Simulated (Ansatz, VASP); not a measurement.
## Two plane-wave programs on NbSi53

```
Nb Si
1.0
     0.00000    8.14068    8.14068
     8.14068    0.00000    8.14068
     8.14068    8.14068    0.00000
Nb Si
1 53
Cartesian
  4.0766 4.0717 4.0742
  6.7956 6.7983 4.0935
  9.4884 9.4914 4.0947
  6.7901 4.0937 6.7950
  9.4966 6.7835 6.7840
  12.1880 9.4844 6.7986
  9.4846 4.0939 9.4884
  12.1871 6.7932 9.4928
  14.9250 9.4963 9.4971
  4.0901 6.7977 6.7946
  6.7820 9.4991 6.7858
  9.4877 12.1903 6.7945
  6.7807 6.7846 9.4986
  9.4964 9.5007 9.5002
  12.2101 12.2125 9.5019
  9.4852 6.7958 12.1912
  12.2096 9.5023 12.2127
  14.9213 12.2122 12.2130
  4.0896 9.4900 9.4884
  6.7955 12.1918 9.4890
  9.4948 14.9290 9.4975
  6.7922 9.4851 12.1924
  9.4990 12.2115 12.2125
  12.2108 14.9226 12.2122
  9.4920 9.4982 14.9277
  12.2106 12.2119 14.9248
  14.9242 14.9265 14.9298
  2.6328 2.6382 2.6348
  5.5123 5.5116 2.6331
  8.1417 8.1457 2.7286
  5.5087 2.6270 5.5144
  8.1445 5.4273 5.4262
  10.8546 8.1356 5.4274
  8.1370 2.7289 8.1427
  10.8529 5.4266 8.1369
  13.5526 8.1388 8.1464
  2.6316 5.5095 5.5086
  5.4242 8.1490 5.4263
  8.1332 10.8569 5.4281
  5.4219 5.4286 8.1473
  8.1394 8.1422 8.1428
  10.8551 10.8567 8.1482
  8.1326 5.4276 10.8568
  10.8524 8.1488 10.8581
  13.5674 10.8550 10.8550
  2.7235 8.1440 8.1416
  5.4251 10.8574 8.1375
  8.1415 13.5570 8.1415
  5.4232 8.1363 10.8555
  8.1442 10.8561 10.8581
  10.8512 13.5708 10.8546
  8.1387 8.1399 13.5583
  10.8512 10.8549 13.5714
  13.5672 13.5696 13.5709
```

Alike in both runs: task single point; functional PBE; k mesh 1 × 1 × 1; occupations gaussian, width 0.05 eV; collinear spin.

|  | VASP | Ansatz |
| --- | --- | --- |
| version | VASP 6.6.1 | Ansatz 0.2.0 |
| potentials or method | VASP PAW PBE potentials, release 64 (Nb_sv, Si), cutoff 520 eV | scalar-relativistic, plane waves, PAW |
| valence electrons in the cell | 225 | 225 |

Ansatz gave:

| Quantity | Value |
| --- | --- |
| rms of the force components (eV/Å) | 0.010 |
| net moment per atom (μB) | 0.03 |
| size of the moment on the site where the two differ most (μB) | 0.52 |

Q: What did VASP give for the same quantities?

A: rms of the force components (eV/Å): 0.012; net moment per atom (μB): 0.03; size of the moment on the site where the two differ most (μB): 0.63.

Site moments also hang on the region over which each program counts them. Atom by atom the forces differ by 0.002 eV/Å (rms over components). The functional is the same, so the differences come from potentials, cutoffs and numerics. Ansatz's warnings: moment headroom below auto, stability check not made.
